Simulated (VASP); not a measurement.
Wanted: the native input for a VASP 6.6.1 run.

```
Task                   : relaxation of cell and atoms
Functional             : PBE
Potentials or basis    : VASP PAW PBE potentials, release 64 (B, Pd)
Cutoff                 : 600 eV
k mesh                 : 6 × 6 × 4
Occupations            : gaussian, width 0.1 eV
Spin                   : no spin polarisation
Dipole correction      : no
Further INCAR settings : ALGO = Normal; EDIFF = 1e-06; IBRION = 2; EDIFFG = -0.04; NSW = 90; ISIF = 3
```

The structure of B4Pd lies in POSCAR:

```
B4Pd
1.0
    2.9735821800      0.0000000000      0.0000000000
   -1.4867910900      2.5751977100      0.0000000000
    0.0000000000      0.0000000000      7.2650848400
B Pd
4 1
Direct
    0.3333333300      0.6666666700      0.2728296900
    0.3333333300      0.6666666700      0.7271703100
    0.6666666700      0.3333333300      0.5000000000
    0.3333333300      0.6666666700      0.5000000000
    0.0000000000      0.0000000000      0.0000000000
```

The cell was built from a structure type or drawn by symmetry, and may not be a known phase.

The input as run:

INCAR

```
  ALGO = Normal
  EDIFF = 1E-6
  EDIFFG = -0.04
  ENCUT = 600
  GGA = PE
  IBRION = 2
  ISIF = 3
  ISMEAR = 0
  LASPH = True
  LCHARG = False
  LREAL = False
  LWAVE = False
  NELM = 100
  NSW = 90
  PREC = Accurate
  SIGMA = 0.1
```

KPOINTS

```
k-points
0
Gamma
  6 6 4
```

Potentials or basis: VASP PAW PBE potentials, release 64 (B, Pd).

Command:

```sh
$ cat potpaw_PBE.64/B/POTCAR potpaw_PBE.64/Pd/POTCAR > POTCAR
$ mpirun -np 1 vasp_std > vasp.out
```

Results of the run:

* Relaxed volume: 9.16 Å³/atom
* Relaxed cell: a = 2.921 Å, b = 2.921 Å, c = 6.199 Å, α = 90.00°, β = 90.00°, γ = 120.00°
* Space group after relaxing (to 0.1 Å): P-6m2 (No. 187)
* Energy gained by relaxing: 343.5 meV/atom
* Ionic steps: 10
* Pressure after relaxing: 0.1 GPa
* Largest force after relaxing: 0.010 eV/Å
* Band gap on the k mesh: zero (bands 11 and 12 overlap by 0.11 eV)

Caveat: the k points lie up to 0.41 Å⁻¹ apart in the final cell; the volume moved by over 15 % at a fixed basis, so the end points are rough.

Wall time 3.3 min on 1 thread of Intel Xeon 8259CL (shared host), peak memory 0.21 GiB.
